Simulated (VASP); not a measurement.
# ZnO (NiAs type) (P6_3/mmc) in VASP: notebook

Runs on ZnO (NiAs type). Level: PBE. Tasks: relaxation of shape and atoms at fixed volume.

Everything below comes from runs of VASP 6.6.1. Logs are shortened: lines on timing, memory, paths and dates and some standing lists are left out, and cuts for length are marked.

**1. The cell of the first run**

Symmetry: P6_3/mmc, No. 194, hexagonal system. The conventional cell has a = 2.899 Å, b = 2.899 Å, c = 4.975 Å, α = 90.00°, β = 90.00°, γ = 120.00°. Zn (site symmetry -3m) has 6 O at 2.09 Å and 8 Zn at 2.49 to 2.90 Å within 2.9 Å. O (site symmetry -6m2) has 6 Zn at 2.09 Å and 12 O at 2.90 to 3.00 Å within 3.0 Å.

**2. Relaxation of shape and atoms at fixed volume, PBE**

INCAR reads:

```
SYSTEM = ZnO
  ALGO = Normal
  EDIFF = 1E-6
  EDIFFG = -0.005
  ENCUT = 600
  GGA = PE
  IBRION = 2
  ISIF = 4
  ISMEAR = -1
  LASPH = .TRUE.
  LCHARG = .FALSE.
  LREAL = .FALSE.
  LWAVE = .FALSE.
  NELM = 60
  NSW = 50
  PREC = Accurate
  SIGMA = 0.08
```

KPOINTS reads:

```
k-points
0
G
  11 11 7
  0 0 0
```

POSCAR reads:

```
ZnO
1.0
    2.8990063174      0.0000000000      0.0000000000
   -1.4495031587      2.5106131166      0.0000000000
    0.0000000000      0.0000000000      4.9754324983
Zn O
2 2
Direct
    0.0000000000      0.0000000000      0.0000000000
    0.0000000000      0.0000000000      0.5000000000
    0.3333333333      0.6666666667      0.2500000000
    0.6666666667      0.3333333333      0.7500000000
```

Potentials or basis: VASP PAW PBE potentials, release 64 (Zn, O).

Command:

```sh
> cat potpaw_PBE.64/Zn/POTCAR potpaw_PBE.64/O/POTCAR > POTCAR
> mpirun -np 1 vasp_std > vasp.out
```

OUTCAR:

```text
SYSTEM = ZnO
   EDIFF = 1E-6
   EDIFFG = -0.005
   ENCUT = 600
   GGA = PE
   IBRION = 2
   ISIF = 4
   ISMEAR = -1
   LASPH = .TRUE.
   LREAL = .FALSE.
   NELM = 60
   NSW = 50
   PREC = Accurate

 ion  position               nearest neighbor table
   1  0.000  0.000  0.000-   3 2.09   4 2.09   4 2.09   3 2.09   4 2.09   3 2.09   2 2.49   2 2.49

   2  0.000  0.000  0.500-   3 2.09   4 2.09   4 2.09   3 2.09   4 2.09   3 2.09   1 2.49   1 2.49

   3  0.333  0.667  0.250-   1 2.09   2 2.09   1 2.09   2 2.09   1 2.09   2 2.09
   4  0.667  0.333  0.750-   1 2.09   2 2.09   1 2.09   2 2.09   1 2.09   2 2.09

  LATTYP: Found a hexagonal cell.
 ALAT       =     2.8990063174
 C/A-ratio  =     1.7162544519

  Lattice vectors:

 A1 = (   2.8990063174,   0.0000000000,   0.0000000000)
 A2 = (  -1.4495031587,   2.5106131166,   0.0000000000)
 A3 = (   0.0000000000,   0.0000000000,   4.9754324983)

Analysis of symmetry for initial positions (statically):
=====================================================================
 Subroutine PRICEL returns:
 Original cell was already a primitive cell.

 Routine SETGRP: Setting up the symmetry group for a
 hexagonal supercell.

 Subroutine GETGRP returns: Found 24 space group operations
 (whereof 12 operations were pure point group operations)
 out of a pool of 24 trial point group operations.

The static configuration has the point symmetry D_3d.
 The point group associated with its full space group is D_6h.

Analysis of symmetry for dynamics (positions and initial velocities):
=====================================================================
 Subroutine PRICEL returns:
 Original cell was already a primitive cell.

 Routine SETGRP: Setting up the symmetry group for a
 hexagonal supercell.

 Subroutine GETGRP returns: Found 24 space group operations
 (whereof 12 operations were pure point group operations)
 out of a pool of 24 trial point group operations.

The dynamic configuration has the point symmetry D_3d.
 The point group associated with its full space group is D_6h.

 Subroutine INISYM returns: Found 24 space group operations
 (whereof 12 operations are pure point group operations),
 and found     1 'primitive' translations

----------------------------------------------------------------------------------------

                                     Primitive cell

  volume of cell :      36.2126

  direct lattice vectors                    reciprocal lattice vectors
     2.899006317  0.000000000  0.000000000     0.344945782  0.199154540  0.000000000
    -1.449503159  2.510613117  0.000000000     0.000000000  0.398309080  0.000000000
     0.000000000  0.000000000  4.975432498     0.000000000  0.000000000  0.200987552

  length of vectors
     2.899006317  2.899006317  4.975432498     0.398309080  0.398309080  0.200987552

  position of ions in fractional coordinates (direct lattice)
     0.000000000  0.000000000  0.000000000
     0.000000000  0.000000000  0.500000000
     0.333333333  0.666666667  0.250000000
     0.666666667  0.333333333  0.750000000

  ion indices of the primitive-cell ions
   primitive index   ion index
                 1           1
                 2           2
                 3           3
                 4           4

----------------------------------------------------------------------------------------

 KPOINTS: k-points

Automatic generation of k-mesh.
 Grid dimensions read from file:
 generate k-points for:   11   11    7

 Generating k-lattice:

  Cartesian coordinates                     Fractional coordinates (reciprocal lattice)
     0.031358707  0.018104958  0.000000000     0.090909091  0.000000000  0.000000000
     0.000000000  0.036209916  0.000000000     0.000000000  0.090909091  0.000000000
     0.000000000  0.000000000  0.028712507     0.000000000  0.000000000  0.142857143

  Length of vectors
     0.036209916  0.036209916  0.028712507

  Shift w.r.t. Gamma in fractional coordinates (k-lattice)
     0.000000000  0.000000000  0.000000000

 Subroutine IBZKPT returns following result:
 ===========================================

 Found     64 irreducible k-points:

 Following reciprocal coordinates:
            Coordinates               Weight
  0.000000  0.000000  0.000000      1.000000
  0.090909 -0.000000  0.000000      6.000000
  0.181818 -0.000000  0.000000      6.000000
  0.272727  0.000000  0.000000      6.000000
  0.363636  0.000000  0.000000      6.000000
  0.454545  0.000000  0.000000      6.000000
[... 16 lines left out ...]
  0.090909  0.090909  0.142857     12.000000
  0.181818  0.090909  0.142857     24.000000
 [... further k-points ...]
   k-points           NKPTS =     64   k-points in BZ     NKDIM =     64   number of bands    NBANDS=     22
   number of dos      NEDOS =    301   number of ions     NIONS =      4
   total plane-waves  NPLWV =  23040
   dimension x,y,z NGX =    24 NGY =   24 NGZ =   40
   dimension x,y,z NGXF=    48 NGYF=   48 NGZF=   80
   ions per type =               2   2
   NGX,Y,Z   is equivalent  to a cutoff of  13.76, 13.76, 13.37 a.u.
   NGXF,Y,Z  is equivalent  to a cutoff of  27.53, 27.53, 26.73 a.u.
 SYSTEM =  ZnO
   PREC   = accura    normal or accurate (medium, high low for compatibility)
   ISTART =      0    job   : 0-new  1-cont  2-samecut
   ICHARG =      2    charge: 1-file 2-atom 10-const
   ISPIN  =      1    spin polarized calculation?
   LNONCOLLINEAR =      F non collinear calculations
   LSORBIT =      F    spin-orbit coupling
   LASPH  =      T    aspherical Exc in radial PAW
   ENCUT  =  600.0 eV  44.10 Ry    6.64 a.u.   5.79  5.79  9.94*2*pi/ulx,y,z
   NELM   =     60;   NELMIN=  2; NELMDL= -5     # of ELM steps
   EDIFF  = 0.1E-05   stopping-criterion for ELM
   LREAL  =      F    real-space projection
   EDIFFG = -.5E-02   stopping-criterion for IOM
   NSW    =     50    number of steps for IOM
   IBRION =      2    ionic relax: 0-MD 1-quasi-New 2-CG
   NFREE  =      1    steps in history (QN), initial steepest desc. (CG)
   ISIF   =      4    stress and relaxation
   ISYM   =      2    0-nonsym 1-usesym 2-fastsym
   POTIM  = 0.5000    time-step for ionic-motion
   TEBEG  =    0.0;   TEEND  =   0.0 temperature during run
   PSTRESS=    0.0 pullay stress
   NELECT =      36.0000    total number of electrons
   NUPDOWN=      -1.0000    fix difference up-down
   EMIN   =  10.00;   EMAX   =-10.00  energy-range for DOS
   EFERMI =   0.00;   METHOD = LEGACY
   ISMEAR =    -1;   SIGMA  =   0.08  broadening in eV -4-tet -1-fermi 0-gaus
   EFERMI_NEDOS =   21; number of points for ismear=-14 and -15
   IALGO  =     38    algorithm
   IMIX   =      4    mixing-type and parameters
     AMIX     =   0.40;   BMIX     =  1.00
     AMIX_MAG =   1.60;   BMIX_MAG =  1.00
  volume/ion in A,a.u.               =       9.05        61.09
  Fermi-wavevector in a.u.,A,eV,Ry     =   1.633888  3.087601 36.321997  2.669591
  Thomas-Fermi vector in A             =   2.725619
   LORBIT       =      0    0 simple, 1 ext, 2 COOP (PROOUT), +10 PAW based schemes
   GGA     = PE    functional components
   LHFCALC =     F    Hartree Fock is set to
   AEXX    =    0.0000 exact exchange contribution
   IVDW    =     0    specifies the selected vdW correction
   LEPSILON=     F    determine dielectric tensor
   LRPA    =     F    only Hartree local field effects (RPA)
 conjugate gradient relaxation of ions
 non-spin polarized calculation
  energy-cutoff  :      600.00
  volume of cell :       36.21
 maximum number of plane-waves:      1220
 NGX is ok and might be reduce to    24
   NGX = 11   NGY = 11   NGZ = 19

--------------------------------------- Ionic step        1  -------------------------------------------

 number of electron      36.0000015 magnetization

 Free energy of the ion-electron system (eV)
  ---------------------------------------------------
  ext. energy  EPLUGINS =         0.00000000
  ---------------------------------------------------
  free energy    TOTEN  =       -16.53767914 eV

  energy without entropy =      -16.53766690  energy(sigma->0) =      -16.53767302

------------------------ aborting loop because EDIFF is reached ----------------------------------------

  FORCE on cell =-STRESS in cart. coord.  units (eV):
  Direction    XX          YY          ZZ          XY          YZ          ZX
  --------------------------------------------------------------------------------------
  -------------------------------------------------------------------------------------
  Total        6.1721925      6.1721925      7.1495947      0.0000000      0.0000000      0.0000000
  in kB      273.0802261    273.0802261    316.3240479      0.0000000      0.0000000      0.0000000
  external PRESSURE =     287.4948333 kB  Pullay stress =       0.0000000 kB

 VOLUME and BASIS-vectors are now :
 -----------------------------------------------------------------------------
  energy-cutoff  :      600.00
  volume of cell :       36.21
      direct lattice vectors                 reciprocal lattice vectors
     2.899006317  0.000000000  0.000000000     0.344945782  0.199154540  0.000000000
    -1.449503159  2.510613117  0.000000000     0.000000000  0.398309080  0.000000000
     0.000000000  0.000000000  4.975432498     0.000000000  0.000000000  0.200987552
[... 39 lines left out ...]
 POSITION                                       TOTAL-FORCE (eV/Angst)
 -----------------------------------------------------------------------------------
      1.44383      2.50079      0.00000        -0.000000      0.000000     -0.000000
      1.44383      2.50079      2.50731        -0.000000      0.000000     -0.000000
     -0.00000      1.66719      1.25365        -0.000000      0.000000     -0.000000
      1.44383      0.83360      3.76096         0.000000      0.000000      0.000000
 -----------------------------------------------------------------------------------
    total drift:                                0.000000     -0.000000     -0.000000

  FREE ENERGIE OF THE ION-ELECTRON SYSTEM (eV)
  ---------------------------------------------------
  free  energy   TOTEN  =       -16.5425268331 eV

  energy  without entropy=      -16.5425128083  energy(sigma->0) =      -16.54251982

--------------------------------------- Ionic step        3  -------------------------------------------

 number of electron      36.0000017 magnetization

 Free energy of the ion-electron system (eV)
  ---------------------------------------------------
  ext. energy  EPLUGINS =         0.00000000
  ---------------------------------------------------
  free energy    TOTEN  =       -16.54289011 eV

  energy without entropy =      -16.54287531  energy(sigma->0) =      -16.54288271

 E-fermi :   4.2838     XC(G=0): -12.7266

 val. band max:        3.5894885997   @ k =   0.0000   0.0000   0.0000
 cond. band min:       4.7171226437   @ k =   0.0000   0.0000   0.0000
 fundamental gap:      1.1276340440
 Fermi energy:         4.2837889642

 k-point     1 :       0.0000    0.0000    0.0000
  band No.  band energies     occupation
      1     -15.7854      2.00000
      2     -14.3540      2.00000
      3      -4.6823      2.00000
      4      -2.6093      2.00000
      5      -2.6093      2.00000
      6      -2.3330      2.00000
[... 14 lines left out ...]
     21      12.8071      0.00000
     22      18.3174      0.00000
[... 552 lines left out ...]
  band No.  band energies     occupation
      1     -15.1057      2.00000
      2     -14.2013      2.00000
      3      -3.6505      2.00000
      4      -2.7618      2.00000
      5      -2.4974      2.00000
      6      -2.3900      2.00000
[... 14 lines left out ...]
     21      12.8794      0.00000
     22      14.6762      0.00000

 [... further k-points ...]

------------------------ aborting loop because EDIFF is reached ----------------------------------------

  FORCE on cell =-STRESS in cart. coord.  units (eV):
  Direction    XX          YY          ZZ          XY          YZ          ZX
  --------------------------------------------------------------------------------------
  -------------------------------------------------------------------------------------
  Total        6.5056995      6.5056995      6.5179124      0.0000000      0.0000000      0.0000000
  in kB      287.8357878    287.8357878    288.3761281      0.0000000      0.0000000      0.0000000
  external PRESSURE =     288.0159012 kB  Pullay stress =       0.0000000 kB

 VOLUME and BASIS-vectors are now :
 -----------------------------------------------------------------------------
  energy-cutoff  :      600.00
  volume of cell :       36.21
      direct lattice vectors                 reciprocal lattice vectors
     2.883589662  0.000000000  0.000000000     0.346789980  0.200219288  0.000000000
    -1.441794831  2.497261901 -0.000000000    -0.000000000  0.400438576  0.000000000
     0.000000000  0.000000000  5.028775437    -0.000000000 -0.000000000  0.198855569

 POSITION                                       TOTAL-FORCE (eV/Angst)
 -----------------------------------------------------------------------------------
      0.00000      0.00000      0.00000         0.000000      0.000000     -0.000000
      0.00000      0.00000      2.51439         0.000000      0.000000     -0.000000
     -0.00000      1.66484      1.25719         0.000000     -0.000000     -0.000000
      1.44179      0.83242      3.77158        -0.000000      0.000000      0.000000
 -----------------------------------------------------------------------------------
    total drift:                               -0.000000      0.000000     -0.000000

  FREE ENERGIE OF THE ION-ELECTRON SYSTEM (eV)
  ---------------------------------------------------
  free  energy   TOTEN  =       -16.5428901127 eV

  energy  without entropy=      -16.5428753132  energy(sigma->0) =      -16.54288271

 reached required accuracy - stopping structural energy minimisation
```

Run time: 37 s. Hardware: 1 thread of Intel Xeon 6975P-C (Granite Rapids), shared host; peak memory 0.19 GiB.

What came out:

```
Free energy               : -16.5429 eV
Energy gained by relaxing : 1.3 meV/atom
Ionic steps               : 3
Pressure after relaxing   : 28.8 GPa
Band gap on the k mesh    : 1.13 eV
```

Step by step:
```
step  energy change (eV)  largest force (eV/Å)  pressure (GPa)  volume (Å³)
   1              0.0000                0.0000           28.75        36.21
   2             -0.0048                0.0000           28.63        36.21
   3             -0.0052                0.0000           28.80        36.21
```

Final structure:
```yaml
crystal:
  lattice:
    - [2.88359, 0.00000, 0.00000]
    - [-1.44179, 2.49726, 0.00000]
    - [0.00000, 0.00000, 5.02878]
  atoms:
    - { symbol: Zn, position: [0.00000, 0.00000, 0.00000] }
    - { symbol: Zn, position: [0.00000, 0.00000, 0.50000] }
    - { symbol: O, position: [0.33333, 0.66667, 0.25000] }
    - { symbol: O, position: [0.66667, 0.33333, 0.75000] }
```

Caveat: an odd mesh through Γ misses points on the zone boundary, where band edges can lie.

**3. Relaxation of shape and atoms at fixed volume, PBE**

This run uses another cell than the first one, of 9.67 Å³/atom.

INCAR reads:

```
SYSTEM = ZnO
PREC     = Accurate       ! precision mode
ENCUT    = 600            ! plane-wave cutoff, eV
EDIFF    = 1E-6           ! SCF threshold, eV
ISMEAR   = -1             ! smearing method
SIGMA    = 0.08           ! smearing width, eV
LREAL    = .False.        ! projectors in reciprocal space
LASPH    = .True.         ! aspherical terms in the spheres
NELM     = 80             ! most SCF steps
ALGO     = Normal         ! electronic algorithm
ISIF     = 4              ! what is computed and relaxed
LWAVE    = .False.        ! write WAVECAR
LCHARG   = .False.        ! write CHGCAR
GGA      = PE             ! functional
IBRION   = 2              ! ionic algorithm
NSW      = 50             ! ionic steps
EDIFFG   = -0.005         ! ionic threshold
```

KPOINTS reads:

```
Automatic mesh
0
Gamma
  11 11 7
  0 0 0
```

POSCAR reads:

```
ZnO
1.0
    2.9634496687      0.0000000000      0.0000000000
   -1.4817248344      2.5664226959      0.0000000000
    0.0000000000      0.0000000000      5.0860336868
Zn O
2 2
Direct
    0.0000000000      0.0000000000      0.0000000000
    0.0000000000      0.0000000000      0.5000000000
    0.3333333333      0.6666666667      0.2500000000
    0.6666666667      0.3333333333      0.7500000000
```

Potentials or basis: VASP PAW PBE potentials, release 64 (Zn, O).

Command:

```sh
> cat potpaw_PBE.64/Zn/POTCAR potpaw_PBE.64/O/POTCAR > POTCAR
> mpirun -np 1 vasp_std > vasp.out
```

Run time: 46 s. Hardware: 1 thread of Intel Xeon 6975P-C (Granite Rapids), shared host; peak memory 0.19 GiB.

Results (log left out):

- Free energy: -16.8572 eV
- Energy gained by relaxing: 0.3 meV/atom
- Ionic steps: 4
- Pressure after relaxing: 12.3 GPa
- Band gap on the k mesh: 0.80 eV

Step by step:
| step | energy change (eV) | largest force (eV/Å) | pressure (GPa) | volume (Å³) |
| --- | --- | --- | --- | --- |
| 1 | 0.0000 | 0.0000 | 12.35 | 38.68 |
| 2 | -0.0010 | 0.0000 | 12.65 | 38.68 |
| 3 | -0.0011 | 0.0000 | 12.47 | 38.68 |
| 4 | -0.0011 | 0.0000 | 12.32 | 38.68 |

Final structure:
```yaml
crystal:
  lattice:
    - [2.95603, 0.00000, 0.00000]
    - [-1.47801, 2.55999, 0.00000]
    - [0.00000, 0.00000, 5.11161]
  atoms:
    - { symbol: Zn, position: [0.00000, 0.00000, 0.00000] }
    - { symbol: Zn, position: [0.00000, 0.00000, 0.50000] }
    - { symbol: O, position: [0.33333, 0.66667, 0.25000] }
    - { symbol: O, position: [0.66667, 0.33333, 0.75000] }
```

Levels at points of the mesh, in eV from the valence-band top:
```tsv
k point	band 15	band 16	band 17	band 18	band 19	band 20	band 21	band 22
(0.00, 0.00, 0.00)	-1.28	-1.28	0.00	0.00	0.80	5.71	8.76	14.20
```
